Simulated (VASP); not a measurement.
Set up this calculation in VASP 6.6.1, as the native input.

```yaml
Task: single point
Functional: PBE
Potentials_or_basis: VASP PAW PBE potentials, release 64 (Ba_sv, Te)
Cutoff: 520 eV
k_mesh: 8 × 8 × 8
Occupations: gaussian, width 0.05 eV
Spin: no spin polarisation
Dipole_correction: no
Further_INCAR_settings: ALGO = Normal; EDIFF = 1e-06; NBANDS = 15
```

The structure of BaTe lies in POSCAR:

```
BaTe
1.0
    4.4047888027      0.8333384221      0.8333384221
    0.8333384221      4.4047888027      0.8333384221
    0.8333384221      0.8333384221      4.4047888027
Ba Te
1 1
Direct
    0.0000000000      0.0000000000      0.0000000000
    0.5000000000      0.5000000000      0.5000000000
```

This cell differs from its parent crystal: ratio of the length along [111] to the lengths across it x 1.7, volume and fractional coordinates fixed.

One way to write it, as run:

INCAR

```
PREC = Accurate
ENCUT = 520
EDIFF = 1E-6
ISMEAR = 0
SIGMA = 0.05
LREAL = False
LASPH = True
NELM = 60
ALGO = Normal
ISIF = 2
LWAVE = False
LCHARG = True
GGA = PE
LELF = True
LVHAR = True
NBANDS = 15
```

KPOINTS

```
regular mesh
0
Gamma
  8 8 8
```

Potentials or basis: VASP PAW PBE potentials, release 64 (Ba_sv, Te).

Command:

```bash
$ cat potpaw_PBE.64/Ba_sv/POTCAR potpaw_PBE.64/Te/POTCAR > POTCAR
$ mpirun -np 1 vasp_std > vasp.out
```

Results of the run:

The pressure is 4.8 GPa. The band gap on the k mesh is 0.93 eV (least direct gap 1.36 eV).

Caveat: the cell stands under pressure; spin-orbit coupling is left out, which moves the levels of the heavy elements.

Run time: 52 s on 1 thread of Intel(R) Xeon(R) Platinum 8488C (Sapphire Rapids), on a shared host, peak memory 0.25 GiB.
